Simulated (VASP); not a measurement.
# ZrB2 (P6/mmm) in VASP: single point with PBE

Aim: the single point of ZrB2 with PBE.

Program: VASP 6.6.1. These are calculated values, not measurements. Logs are shortened: lines on timing, memory, paths and dates and some standing lists are left out, and cuts for length are marked.

## Step 1: The cell of the first run

The structure is hexagonal, space group P6/mmm (No. 191). Conventional cell: a = 3.165 Å, b = 3.165 Å, c = 3.626 Å, α = 90.00°, β = 90.00°, γ = 120.00°. Zr (site symmetry 6/mmm) has 12 B at 2.57 Å and 6 Zr at 3.16 Å within 3.4 Å. B (site symmetry -6m2) has 3 B at 1.83 Å within 2.4 Å.

## Step 2: Single point, PBE (zz strain of +3 %)

INCAR

```
SYSTEM = ZrB2
PREC = Accurate ; ENCUT = 520
EDIFF = 1E-6 ; ISMEAR = -1
SIGMA = 0.05 ; LREAL = .FALSE.
LASPH = .TRUE. ; NELM = 100
ALGO = Normal ; ISIF = 2
LWAVE = .FALSE. ; LCHARG = .FALSE.
GGA = PE ; NBANDS = 16
```

KPOINTS

```
Automatic mesh
0
G
  12 12 9
  0 0 0
```

POSCAR

```
ZrB2
1.0
    3.1649998255      0.0000000000      0.0000000000
   -1.5824999128      2.7409702519      0.0000000000
    0.0000000000      0.0000000000      3.6256000000
Zr B
1 2
Direct
    0.0000000000      0.0000000000      0.0000000000
    0.3333333333      0.6666666667      0.5000000000
    0.6666666667      0.3333333333      0.5000000000
```

Potentials or basis: VASP PAW PBE potentials, release 64 (Zr_sv, B).

Started as:

```
> cat potpaw_PBE.64/Zr_sv/POTCAR potpaw_PBE.64/B/POTCAR > POTCAR
> mpirun -np 1 vasp_std > vasp.out
```

OUTCAR:

```text
SYSTEM = ZrB2
   PREC = Accurate
   ENCUT = 520
   EDIFF = 1E-6
   ISMEAR = -1
   LREAL = .FALSE.
   LASPH = .TRUE.
   NELM = 100
   ISIF = 2
   GGA = PE

 ion  position               nearest neighbor table
   1  0.000  0.000  0.000-   2 2.57   3 2.57   2 2.57   3 2.57   3 2.57   3 2.57   2 2.57   2 2.57
                             3 2.57   3 2.57   2 2.57   2 2.57
   2  0.333  0.667  0.500-   3 1.83   3 1.83   3 1.83   1 2.57   1 2.57   1 2.57   1 2.57   1 2.57
                             1 2.57
   3  0.667  0.333  0.500-   2 1.83   2 1.83   2 1.83   1 2.57   1 2.57   1 2.57   1 2.57   1 2.57
                             1 2.57

  LATTYP: Found a hexagonal cell.
 ALAT       =     3.1649998255
 C/A-ratio  =     1.1455292891

  Lattice vectors:

 A1 = (   3.1649998255,   0.0000000000,   0.0000000000)
 A2 = (  -1.5824999128,   2.7409702519,   0.0000000000)
 A3 = (   0.0000000000,   0.0000000000,   3.6256000000)

Analysis of symmetry for initial positions (statically):
=====================================================================
 Subroutine PRICEL returns:
 Original cell was already a primitive cell.

 Routine SETGRP: Setting up the symmetry group for a
 hexagonal supercell.

 Subroutine GETGRP returns: Found 24 space group operations
 (whereof 24 operations were pure point group operations)
 out of a pool of 24 trial point group operations.

The static configuration has the point symmetry D_6h.

Analysis of symmetry for dynamics (positions and initial velocities):
=====================================================================
 Subroutine PRICEL returns:
 Original cell was already a primitive cell.

 Routine SETGRP: Setting up the symmetry group for a
 hexagonal supercell.

 Subroutine GETGRP returns: Found 24 space group operations
 (whereof 24 operations were pure point group operations)
 out of a pool of 24 trial point group operations.

The dynamic configuration has the point symmetry D_6h.

 Subroutine INISYM returns: Found 24 space group operations
 (whereof 24 operations are pure point group operations),
 and found     1 'primitive' translations

----------------------------------------------------------------------------------------

                                     Primitive cell

  volume of cell :      31.4527

  direct lattice vectors                    reciprocal lattice vectors
     3.164999825  0.000000000  0.000000000     0.315955784  0.182417157  0.000000000
    -1.582499913  2.740970252  0.000000000     0.000000000  0.364834313  0.000000000
     0.000000000  0.000000000  3.625600000     0.000000000  0.000000000  0.275816417
[... 89 lines left out ...]
   NSW    =      0    number of steps for IOM
   IBRION =     -1    ionic relax: 0-MD 1-quasi-New 2-CG
   NFREE  =      0    steps in history (QN), initial steepest desc. (CG)
   ISIF   =      2    stress and relaxation
   ISYM   =      2    0-nonsym 1-usesym 2-fastsym
   POTIM  = 0.5000    time-step for ionic-motion
   TEBEG  =    0.0;   TEEND  =   0.0 temperature during run
   PSTRESS=    0.0 pullay stress
   NELECT =      18.0000    total number of electrons
   NUPDOWN=      -1.0000    fix difference up-down
   EMIN   =  10.00;   EMAX   =-10.00  energy-range for DOS
   EFERMI =   0.00;   METHOD = LEGACY
   ISMEAR =    -1;   SIGMA  =   0.05  broadening in eV -4-tet -1-fermi 0-gaus
   EFERMI_NEDOS =   21; number of points for ismear=-14 and -15
   IALGO  =     38    algorithm
   IMIX   =      4    mixing-type and parameters
     AMIX     =   0.40;   BMIX     =  1.00
     AMIX_MAG =   1.60;   BMIX_MAG =  1.00
  volume/ion in A,a.u.               =      10.48        70.75
  Fermi-wavevector in a.u.,A,eV,Ry     =   1.359189  2.568494 25.135314  1.847393
  Thomas-Fermi vector in A             =   2.485958
   LORBIT       =      0    0 simple, 1 ext, 2 COOP (PROOUT), +10 PAW based schemes
   GGA     = PE    functional components
   LHFCALC =     F    Hartree Fock is set to
   AEXX    =    0.0000 exact exchange contribution
   IVDW    =     0    specifies the selected vdW correction
   LEPSILON=     F    determine dielectric tensor
   LRPA    =     F    only Hartree local field effects (RPA)
 non-spin polarized calculation
  energy-cutoff  :      520.00
  volume of cell :       31.45
 maximum number of plane-waves:       864
 NGX is ok and might be reduce to    24
   NGX = 11   NGY = 11   NGZ = 13

 number of electron      18.0000000 magnetization

 Free energy of the ion-electron system (eV)
  ---------------------------------------------------
  ext. energy  EPLUGINS =         0.00000000
  ---------------------------------------------------
  free energy    TOTEN  =       -24.96274672 eV

  energy without entropy =      -24.96045500  energy(sigma->0) =      -24.96160086

 E-fermi :  10.3397     XC(G=0): -12.3323

 val. band max:       10.3323999004   @ k =   0.1667   0.1667   0.1111
 cond. band min:      10.3825383293   @ k =   0.1667   0.1667   0.2222
 fundamental gap:      0.0501384288
 Fermi energy:        10.3396975469

 k-point     1 :       0.0000    0.0000    0.0000
  band No.  band energies     occupation
      1     -38.4815      2.00000
      2     -16.6704      2.00000
      3     -16.0935      2.00000
      4     -16.0935      2.00000
      5      -2.3814      2.00000
      6       7.6508      2.00000
[... 433 lines left out ...]
      3     -16.5705      2.00000
      4     -16.2493      2.00000
      5      -0.3510      2.00000
      6       3.9345      2.00000
[... 8 lines left out ...]
     15      17.7045      0.00000
     16      20.5486      0.00000

 [... further k-points ...]

------------------------ aborting loop because EDIFF is reached ----------------------------------------

  FORCE on cell =-STRESS in cart. coord.  units (eV):
  Direction    XX          YY          ZZ          XY          YZ          ZX
  --------------------------------------------------------------------------------------
  -------------------------------------------------------------------------------------
  Total       -0.2584650     -0.2584650     -1.7883118      0.0000000      0.0000000      0.0000000
  in kB      -13.1660179    -13.1660179    -91.0952928      0.0000000      0.0000000      0.0000000
  external PRESSURE =     -39.1424429 kB  Pullay stress =       0.0000000 kB

 VOLUME and BASIS-vectors are now :
 -----------------------------------------------------------------------------
  energy-cutoff  :      520.00
  volume of cell :       31.45
      direct lattice vectors                 reciprocal lattice vectors
     3.164999825  0.000000000  0.000000000     0.315955784  0.182417157  0.000000000
    -1.582499913  2.740970252  0.000000000     0.000000000  0.364834313  0.000000000
     0.000000000  0.000000000  3.625600000     0.000000000  0.000000000  0.275816417

 POSITION                                       TOTAL-FORCE (eV/Angst)
 -----------------------------------------------------------------------------------
      0.00000      0.00000      0.00000         0.000000      0.000000      0.000000
     -0.00000      1.82731      1.81280        -0.000000      0.000000      0.000000
      1.58250      0.91366      1.81280         0.000000     -0.000000      0.000000
 -----------------------------------------------------------------------------------
    total drift:                               -0.000000      0.000000      0.000000

  FREE ENERGIE OF THE ION-ELECTRON SYSTEM (eV)
  ---------------------------------------------------
  free  energy   TOTEN  =       -24.9627467178 eV

  energy  without entropy=      -24.9604550026  energy(sigma->0) =      -24.96160086
```

Run time: 83 s. Hardware: 1 thread of Intel Xeon 8259CL, shared host; peak memory 0.18 GiB.

What came out:

```
Free energy            : -24.9627 eV
Pressure               : -3.9 GPa
Band gap on the k mesh : zero (bands 9 and 10 overlap by 1.23 eV)
```

Stress tensor (GPa, compression positive):
```
-1.32  0.00  0.00
 0.00 -1.32  0.00
 0.00  0.00 -9.11
```

Levels at points of the mesh, in eV from the Fermi level:
```csv
k point,band 7,band 8,band 9,band 10,band 11,band 12
"(0.00, 0.00, 0.00)",-2.63,-2.47,-2.47,3.25,3.25,3.78
"(0.50, 0.00, 0.00)",-4.04,-3.04,-2.67,2.05,2.15,4.76
```

Caveat: the cell differs from its parent crystal (zz strain of +3 %); the cell stands under tension.
